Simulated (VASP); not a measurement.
Write the native input for VASP 6.6.1 that does the following.

```yaml
Task: single point
Functional: PBEsol
Potentials_or_basis: VASP PAW PBE potentials, release 64 (Te, Mo_sv)
Cutoff: 520 eV
k_mesh: 9 × 9 × 2
Occupations: gaussian, width 0.02 eV
Spin: no spin polarisation
Dipole_correction: no
Further_INCAR_settings: ALGO = Normal; EDIFF = 1e-06; NBANDS = 20
```

The structure of Te2Mo lies in POSCAR:

```
Te2Mo
1.0
    3.7702153454      0.0944173742     -0.0738036262
   -1.8033398280      3.1234844016     -0.0000047140
   -0.3632737186     -0.2097629721     16.7121682212
Te Mo
2 1
Direct
    0.3366937006      0.6683468553      0.8995604871
    0.3379789870      0.6689894985      0.1004465856
   -0.0080060276     -0.0040030138     -0.0000070728
```

This cell differs from its parent crystal: strained and its atoms moved.

The input as run:

INCAR

```
PREC = Accurate ; ENCUT = 520
EDIFF = 1E-6 ; ISMEAR = 0
SIGMA = 0.02 ; LREAL = False
LASPH = True ; NELM = 60
ALGO = Normal ; ISIF = 2
LWAVE = False ; LCHARG = False
GGA = PS ; NBANDS = 20
```

KPOINTS

```
Automatic mesh
0
Gamma
  9 9 2
```

Potentials or basis: VASP PAW PBE potentials, release 64 (Te, Mo_sv).

The run is started by

```sh
$ cat potpaw_PBE.64/Te/POTCAR potpaw_PBE.64/Mo_sv/POTCAR > POTCAR
$ mpirun -np 1 vasp_std > vasp.out
```

Results of the run:

| Item | Value |
| --- | --- |
| Largest force | 0.943 eV/Å |
| Band gap on the k mesh | 0.43 eV, indirect (least direct gap 0.70 eV) |

Caveat: the cell differs from its parent crystal (strained and its atoms moved); the PAW data sets were made with another functional, which shifts forces and pressure a little; spin-orbit coupling is left out, which moves the levels of the heavy elements.

It took 8.5 min on 1 thread of AMD EPYC 7R13, with other jobs on the host, peak memory 0.4 GiB.
